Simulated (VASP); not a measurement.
A run of VASP 6.6.1 is set up as follows.

File INCAR:

```
SYSTEM = MnO
  PREC = Accurate
  ENCUT = 600
  EDIFF = 1E-7
  ISMEAR = 0
  SIGMA = 0.05
  LREAL = .FALSE.
  LASPH = .TRUE.
  NELM = 80
  ALGO = Normal
  ISIF = 4
  LWAVE = .FALSE.
  LCHARG = .FALSE.
  GGA = PE
  IBRION = 2
  NSW = 60
  EDIFFG = -0.01
```

KPOINTS

```
regular mesh
0
G
  14 14 14
  0 0 0
```

The input POSCAR:

```
MnO
1.0
    1.5644190018      0.9032177332      2.0673389961
   -1.5644190018      0.9032177332      2.0673389961
    0.0000000000     -1.8064354623      2.0673389979
Mn O
1 1
Direct
    1.0000000000      0.0000000000      0.0000000000
    0.5000000000      0.5000000000      0.5000000000
```

Potentials or basis: VASP PAW PBE potentials, release 64 (Mn_pv, O).

Run with:

```bash
$ cat potpaw_PBE.64/Mn_pv/POTCAR potpaw_PBE.64/O/POTCAR > POTCAR
$ mpirun -np 1 vasp_std > vasp.out
```

(1) Estimate the band gap on the k mesh.

## Answers

(1) zero (an odd number of electrons rules out a gap without spin polarisation).

Caveat: an odd number of electrons without spin polarisation forces a metal; a magnetic or distorted state may lie lower; the run has no spin polarisation, though such a crystal can be magnetic; semilocal functionals often make such compounds metallic where correlation or magnetic order opens a gap, which also shifts bond lengths.
